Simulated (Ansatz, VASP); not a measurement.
## Two plane-wave programs on BaHfO3

Contents of INCAR:

```
PREC = Accurate
ENCUT = 600
EDIFF = 1E-7
ISMEAR = 0
SIGMA = 0.01
LREAL = F
LASPH = T
NELM = 100
ALGO = Normal
ISIF = 3
LWAVE = F
LCHARG = F
GGA = PE
IBRION = 2
NSW = 80
EDIFFG = -0.001
```

File KPOINTS:

```
Automatic mesh
0
Gamma
  6 6 6
```

POSCAR

```
BaHfO3
1.0
    4.2061261001      0.0000000000      0.0000000000
    0.0000000000      4.2061261001      0.0000000000
    0.0000000000      0.0000000000      4.2061261001
Ba Hf O
1 1 3
Direct
    0.5000000000      0.5000000000      0.5000000000
    0.0000000000      0.0000000000      0.0000000000
    0.0000000000      0.0000000000      0.5000000000
    0.5000000000      0.0000000000      0.0000000000
    0.0000000000      0.5000000000      0.0000000000
```

Input for Ansatz:

```yaml
crystal:
  lattice:
    - [4.2061261001, 0.0, 0.0]
    - [0.0, 4.2061261001, 0.0]
    - [0.0, 0.0, 4.2061261001]
  atoms:
    - { symbol: Ba, position: [0.5, 0.5, 0.5] }
    - { symbol: Hf, position: [0.0, 0.0, 0.0] }
    - { symbol: O, position: [0.0, 0.0, 0.5] }
    - { symbol: O, position: [0.5, 0.0, 0.0] }
    - { symbol: O, position: [0.0, 0.5, 0.0] }
basis:
  ecutwfc: 420
kpoints:
  mp_grid: { grid: [6, 6, 6] }
hamiltonian:
  xc: pbe
scf:
  occupations: { method: fixed }
output:
  forces: true
  stress: true
  eigenvalues: true
relax:
  adjacent_minimum: "off"
  f_tol: 0.001
  max_steps: 60
  cell: { stress_tol: 0.01 }
```

Alike in both runs: task relaxation of cell and atoms; functional PBE; k mesh 6 × 6 × 6; no spin polarisation.

|  | VASP | Ansatz |
| --- | --- | --- |
| version | VASP 6.6.1 | Ansatz 0.2.0 |
| potentials or method | VASP PAW PBE potentials, release 64 (Ba_sv, Hf_pv, O), cutoff 600 eV | scalar-relativistic, plane waves, PAW |
| occupations | gaussian, width 0.01 eV | fixed |
| valence electrons in the cell | 38 | 54 |

|  | VASP | Ansatz | Ansatz less VASP |
| --- | --- | --- | --- |
| gap on the k mesh at the Fermi level, each at its own relaxed structure (eV) | 3.55 | 3.62 | +0.077 |
| relaxed volume (Å³/atom) | 14.82 | 14.88 | +0.068 |
| relaxed cell length with the largest relative difference (Å) | 4.200 | 4.206 | +0.0064 |

VASP's potentials hold 38 valence electrons a cell and Ansatz's 54, so a difference there can come from the potentials and not from the codes.

Spin-orbit coupling is off throughout.
